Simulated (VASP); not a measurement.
# ZnCu2SnS4 (I-4) in VASP: single point with PBE

Aim: the single point of ZnCu2SnS4 with PBE.

Program: VASP 6.6.1. These are calculated values, not measurements. Logs are shortened: lines on timing, memory, paths and dates and some standing lists are left out, and cuts for length are marked.

### Step 1. The cell of the first run

The structure is tetragonal, space group I-4 (No. 82). The conventional cell has a = 5.432 Å, b = 5.432 Å, c = 10.857 Å, α = 90.00°, β = 90.00°, γ = 90.00°. Zn (site symmetry -4) has 4 S at 2.35 Å within 3.1 Å. Within 3.0 Å of Cu (site symmetry -4) lie 4 S at 2.30 Å. Within 3.0 Å of Cu (site symmetry -4) lie 4 S at 2.30 Å. Sn (site symmetry -4) has 4 S at 2.46 Å within 3.2 Å. Within 3.0 Å of S (site symmetry 1) lie 2 Cu at 2.30 Å and 1 Zn at 2.35 Å and 1 Sn at 2.46 Å.

### Step 2. Single point, PBE

File INCAR:

```
SYSTEM = ZnCu2SnS4
PREC = Accurate
ENCUT = 520
EDIFF = 1E-7
ISMEAR = 0
SIGMA = 0.05
LREAL = .FALSE.
LASPH = .TRUE.
NELM = 100
ALGO = Normal
ISIF = 2
LWAVE = .FALSE.
LCHARG = .FALSE.
GGA = PE
NBANDS = 46
```

File KPOINTS:

```
regular mesh
0
G
  8 8 8
  0 0 0
```

File POSCAR:

```
ZnCu2SnS4
1.0
   -2.7161442230      2.7161442230      5.4286185095
    2.7161442230     -2.7161442230      5.4286185095
    2.7161442230      2.7161442230     -5.4286185095
Zn Cu Sn S
1 2 1 4
Direct
    0.2500000000      0.7500000000      0.5000000000
    0.0000000000      0.0000000000      0.0000000000
    0.7500000000      0.2500000000      0.5000000000
    0.5000000000      0.5000000000      0.0000000000
    0.3708056878      0.8963298529      1.0079808973
    0.1036701471      0.1116510444      0.4744758348
    0.8883489556      0.3628247904     -0.0079808973
    0.6371752096      0.6291943122      0.5255241652
```

Potentials or basis: VASP PAW PBE potentials, release 64 (Zn, Cu, Sn_d, S).

Run with:

```sh
cat potpaw_PBE.64/Zn/POTCAR potpaw_PBE.64/Cu/POTCAR potpaw_PBE.64/Sn_d/POTCAR potpaw_PBE.64/S/POTCAR > POTCAR
mpirun -np 1 vasp_std > vasp.out
```

OUTCAR:

```text
SYSTEM = ZnCu2SnS4
   PREC = Accurate
   ENCUT = 520
   EDIFF = 1E-7
   ISMEAR = 0
   LREAL = .FALSE.
   LASPH = .TRUE.
   NELM = 100
   ISIF = 2
   GGA = PE

 ion  position               nearest neighbor table
   1  0.250  0.750  0.500-   5 2.35   6 2.35   7 2.35   8 2.35
   2  0.000  0.000  0.000-   7 2.30   6 2.30   8 2.30   5 2.30
   3  0.750  0.250  0.500-   8 2.30   5 2.30   6 2.30   7 2.30
   4  0.500  0.500  0.000-   5 2.46   7 2.46   6 2.46   8 2.46
   5  0.371  0.896  0.008-   3 2.30   2 2.30   1 2.35   4 2.46
   6  0.104  0.112  0.474-   3 2.30   2 2.30   1 2.35   4 2.46
   7  0.888  0.363  0.992-   3 2.30   2 2.30   1 2.35   4 2.46
   8  0.637  0.629  0.526-   3 2.30   2 2.30   1 2.35   4 2.46

  LATTYP: Found a body centered tetragonal cell.
 ALAT       =     5.4322884460
 C/A-ratio  =     1.9986488433

  Lattice vectors:

 A1 = (  -2.7161442230,   2.7161442230,   5.4286185095)
 A2 = (   2.7161442230,  -2.7161442230,   5.4286185095)
 A3 = (   2.7161442230,   2.7161442230,  -5.4286185095)

Analysis of symmetry for initial positions (statically):
=====================================================================
 Subroutine PRICEL returns:
 Original cell was already a primitive cell.

 Routine SETGRP: Setting up the symmetry group for a
 body centered tetragonal supercell.

 Subroutine GETGRP returns: Found  4 space group operations
 (whereof  4 operations were pure point group operations)
 out of a pool of 16 trial point group operations.

The static configuration has the point symmetry S_4 .

Analysis of symmetry for dynamics (positions and initial velocities):
=====================================================================
 Subroutine PRICEL returns:
 Original cell was already a primitive cell.

 Routine SETGRP: Setting up the symmetry group for a
 body centered tetragonal supercell.

 Subroutine GETGRP returns: Found  4 space group operations
 (whereof  4 operations were pure point group operations)
 out of a pool of 16 trial point group operations.

The dynamic configuration has the point symmetry S_4 .

 Subroutine INISYM returns: Found  4 space group operations
 (whereof  4 operations are pure point group operations),
 and found     1 'primitive' translations

----------------------------------------------------------------------------------------

                                     Primitive cell

  volume of cell :     160.1972

  direct lattice vectors                    reciprocal lattice vectors
    -2.716144223  2.716144223  5.428618509     0.000000000  0.184084481  0.092104464
     2.716144223 -2.716144223  5.428618509     0.184084481  0.000000000  0.092104464
     2.716144223  2.716144223 -5.428618509     0.184084481  0.184084481  0.000000000

  length of vectors
     6.650171261  6.650171261  6.650171261     0.205840542  0.205840542  0.260334770

  position of ions in fractional coordinates (direct lattice)
     0.250000000  0.750000000  0.500000000
     0.000000000  0.000000000  0.000000000
     0.750000000  0.250000000  0.500000000
     0.500000000  0.500000000  0.000000000
     0.370805688  0.896329853  0.007980897
     0.103670147  0.111651044  0.474475835
     0.888348956  0.362824790  0.992019103
     0.637175210  0.629194312  0.525524165

  ion indices of the primitive-cell ions
   primitive index   ion index
                 1           1
                 2           2
                 3           3
                 4           4
                 5           5
                 6           6
                 7           7
                 8           8

----------------------------------------------------------------------------------------

 KPOINTS: regular mesh

Automatic generation of k-mesh.
 Grid dimensions read from file:
 generate k-points for:    8    8    8

 Generating k-lattice:

  Cartesian coordinates                     Fractional coordinates (reciprocal lattice)
     0.000000000  0.023010560  0.011513058     0.125000000  0.000000000  0.000000000
     0.023010560  0.000000000  0.011513058     0.000000000  0.125000000  0.000000000
     0.023010560  0.023010560  0.000000000     0.000000000  0.000000000  0.125000000

  Length of vectors
     0.025730068  0.025730068  0.032541846

  Shift w.r.t. Gamma in fractional coordinates (k-lattice)
     0.000000000  0.000000000  0.000000000

 Subroutine IBZKPT returns following result:
 ===========================================

 Found     78 irreducible k-points:

 Following reciprocal coordinates:
            Coordinates               Weight
  0.000000  0.000000  0.000000      1.000000
  0.125000  0.000000  0.000000      8.000000
  0.250000  0.000000  0.000000      8.000000
  0.375000 -0.000000  0.000000      8.000000
  0.500000  0.000000  0.000000      4.000000
  0.125000  0.125000  0.000000      8.000000
[... 16 lines left out ...]
 -0.375000  0.250000 -0.000000      8.000000
  0.375000 -0.250000 -0.125000      8.000000
 [... further k-points ...]
   k-points           NKPTS =     78   k-points in BZ     NKDIM =     78   number of bands    NBANDS=     46
   number of dos      NEDOS =    301   number of ions     NIONS =      8
   total plane-waves  NPLWV = 125000
   dimension x,y,z NGX =    50 NGY =   50 NGZ =   50
   dimension x,y,z NGXF=   100 NGYF=  100 NGZF=  100
   ions per type =               1   2   1   4
   NGX,Y,Z   is equivalent  to a cutoff of  12.50, 12.50, 12.50 a.u.
   NGXF,Y,Z  is equivalent  to a cutoff of  25.00, 25.00, 25.00 a.u.
 SYSTEM =  ZnCu2SnS4
   PREC   = accura    normal or accurate (medium, high low for compatibility)
   ISTART =      0    job   : 0-new  1-cont  2-samecut
   ICHARG =      2    charge: 1-file 2-atom 10-const
   ISPIN  =      1    spin polarized calculation?
   LNONCOLLINEAR =      F non collinear calculations
   LSORBIT =      F    spin-orbit coupling
   LASPH  =      T    aspherical Exc in radial PAW
   ENCUT  =  520.0 eV  38.22 Ry    6.18 a.u.  12.36 12.36 12.36*2*pi/ulx,y,z
   NELM   =    100;   NELMIN=  2; NELMDL= -5     # of ELM steps
   EDIFF  = 0.1E-06   stopping-criterion for ELM
   LREAL  =      F    real-space projection
   EDIFFG = 0.1E-05   stopping-criterion for IOM
   NSW    =      0    number of steps for IOM
   IBRION =     -1    ionic relax: 0-MD 1-quasi-New 2-CG
   NFREE  =      0    steps in history (QN), initial steepest desc. (CG)
   ISIF   =      2    stress and relaxation
   ISYM   =      2    0-nonsym 1-usesym 2-fastsym
   POTIM  = 0.5000    time-step for ionic-motion
   TEBEG  =    0.0;   TEEND  =   0.0 temperature during run
   PSTRESS=    0.0 pullay stress
   NELECT =      72.0000    total number of electrons
   NUPDOWN=      -1.0000    fix difference up-down
   EMIN   =  10.00;   EMAX   =-10.00  energy-range for DOS
   EFERMI =   0.00;   METHOD = LEGACY
   ISMEAR =     0;   SIGMA  =   0.05  broadening in eV -4-tet -1-fermi 0-gaus
   EFERMI_NEDOS =   21; number of points for ismear=-14 and -15
   IALGO  =     38    algorithm
   IMIX   =      4    mixing-type and parameters
     AMIX     =   0.40;   BMIX     =  1.00
     AMIX_MAG =   1.60;   BMIX_MAG =  1.00
  volume/ion in A,a.u.               =      20.02       135.13
  Fermi-wavevector in a.u.,A,eV,Ry     =   1.254009  2.369734 21.395688  1.572539
  Thomas-Fermi vector in A             =   2.387835
   LORBIT       =      0    0 simple, 1 ext, 2 COOP (PROOUT), +10 PAW based schemes
   GGA     = PE    functional components
   LHFCALC =     F    Hartree Fock is set to
   AEXX    =    0.0000 exact exchange contribution
   IVDW    =     0    specifies the selected vdW correction
   LEPSILON=     F    determine dielectric tensor
   LRPA    =     F    only Hartree local field effects (RPA)
 non-spin polarized calculation
 Gauss-broadening in eV      SIGMA  =   0.05
  energy-cutoff  :      520.00
  volume of cell :      160.20
 maximum number of plane-waves:      4334
 NGX is ok and might be reduce to    50
   NGX = 25   NGY = 25   NGZ = 25

 number of electron      72.0000012 magnetization

 Free energy of the ion-electron system (eV)
  ---------------------------------------------------
  ext. energy  EPLUGINS =         0.00000000
  ---------------------------------------------------
  free energy    TOTEN  =       -32.58140345 eV

  energy without entropy =      -32.58137935  energy(sigma->0) =      -32.58139140

 E-fermi :   4.9713     XC(G=0):  -9.7916

 val. band max:        4.9088041403   @ k =   0.0000   0.0000   0.0000
 cond. band min:       5.0332616018   @ k =   0.0000   0.0000   0.0000
 fundamental gap:      0.1244574615
 Fermi energy:         4.9713012109

 k-point     1 :       0.0000    0.0000    0.0000
  band No.  band energies     occupation
      1     -17.3723      2.00000
      2     -17.3685      2.00000
      3     -17.3685      2.00000
      4     -17.2978      2.00000
      5     -17.2932      2.00000
      6      -9.6030      2.00000
[... 38 lines left out ...]
     45      10.2082      0.00000
     46      10.6149      0.00000

 k-point     2 :       0.1250    0.0000    0.0000
  band No.  band energies     occupation
      1     -17.3724      2.00000
      2     -17.3685      2.00000
      3     -17.3685      2.00000
      4     -17.2977      2.00000
      5     -17.2932      2.00000
      6      -9.5501      2.00000
[... 38 lines left out ...]
     45      10.2764      0.00000
     46      10.5542      0.00000

 k-point     3 :       0.2500    0.0000    0.0000
  band No.  band energies     occupation
      1     -17.3725      2.00000
      2     -17.3687      2.00000
      3     -17.3684      2.00000
      4     -17.2976      2.00000
      5     -17.2931      2.00000
      6      -9.3984      2.00000
[... 1018 lines left out ...]
     45      10.7073      0.00000
     46      11.0256      0.00000

 k-point    24 :       0.3750   -0.2500   -0.1250
  band No.  band energies     occupation
      1     -17.3730      2.00000
      2     -17.3689      2.00000
      3     -17.3686      2.00000
      4     -17.2971      2.00000
      5     -17.2929      2.00000
      6      -9.1129      2.00000
[... 38 lines left out ...]
     45      10.7788      0.00000
     46      11.0293      0.00000

 [... further k-points ...]

------------------------ aborting loop because EDIFF is reached ----------------------------------------

  FORCE on cell =-STRESS in cart. coord.  units (eV):
  Direction    XX          YY          ZZ          XY          YZ          ZX
  --------------------------------------------------------------------------------------
  -------------------------------------------------------------------------------------
  Total        1.5062513      1.5062513      1.5405848      0.0000001      0.0000000     -0.0000000
  in kB       15.0644421     15.0644421     15.4078209      0.0000010      0.0000000     -0.0000000
  external PRESSURE =      15.1789017 kB  Pullay stress =       0.0000000 kB

 VOLUME and BASIS-vectors are now :
 -----------------------------------------------------------------------------
  energy-cutoff  :      520.00
  volume of cell :      160.20
      direct lattice vectors                 reciprocal lattice vectors
    -2.716144223  2.716144223  5.428618509     0.000000000  0.184084481  0.092104464
     2.716144223 -2.716144223  5.428618509     0.184084481  0.000000000  0.092104464
     2.716144223  2.716144223 -5.428618509     0.184084481  0.184084481  0.000000000

 POSITION                                       TOTAL-FORCE (eV/Angst)
 -----------------------------------------------------------------------------------
      2.71614      0.00000      2.71431         0.000000      0.000000      0.000000
      0.00000      0.00000      0.00000         0.000000      0.000000     -0.000000
      0.00000      2.71614      2.71431         0.000000     -0.000000     -0.000000
      0.00000      0.00000      5.42862         0.000000     -0.000000      0.000000
      1.44908     -1.40572      6.83547        -0.027281      0.019179     -0.019753
      1.31042      1.26707     -1.40685         0.019179      0.027281      0.019753
      1.26707      4.12187      1.40685         0.027281     -0.019179     -0.019753
      1.40572      1.44908      4.02177        -0.019179     -0.027281      0.019753
 -----------------------------------------------------------------------------------
    total drift:                                0.000011      0.000011      0.000015

  FREE ENERGIE OF THE ION-ELECTRON SYSTEM (eV)
  ---------------------------------------------------
  free  energy   TOTEN  =       -32.5814034496 eV

  energy  without entropy=      -32.5813793463  energy(sigma->0) =      -32.58139140
```

Wall time 17 min (1 thread of Intel Xeon Platinum 8259CL at 2.50GHz (Skylake/Cascade Lake), shared host); peak memory 0.73 GiB.

What came out:

| Quantity | Value |
| --- | --- |
| Free energy | -32.5814 eV |
| Pressure | 1.5 GPa |
| Largest force | 0.039 eV/Å |
| Band gap on the k mesh | 0.12 eV |

Forces on the atoms (eV/Å):
```
Zn   0.000  0.000  0.000
Cu   0.000  0.000  0.000
Cu   0.000  0.000  0.000
Sn   0.000  0.000  0.000
S   -0.027  0.019 -0.020
S    0.019  0.027  0.020
S    0.027 -0.019 -0.020
S   -0.019 -0.027  0.020
```

Levels at points of the mesh, in eV from the valence-band top:
```
           k point  band 33  band 34  band 35  band 36  band 37  band 38  band 39  band 40
(0.00, 0.00, 0.00)    -1.49    -0.06    -0.06     0.00     0.12     1.94     2.71     3.65
(0.50, 0.00, 0.00)    -1.20    -1.15    -1.04    -0.52     1.50     3.06     3.26     4.04
(0.50, 0.50, 0.00)    -0.83    -0.73    -0.52    -0.41     0.53     2.28     3.08     4.00
(0.50, 0.50, 0.50)    -1.16    -1.15    -0.88    -0.88     1.19     1.98     1.98     2.29
```

Caveat: semilocal functionals underestimate gaps, and a narrow one can read as zero; spin-orbit coupling is left out, which moves the levels of the heavy elements. A k mesh can miss the band edges.
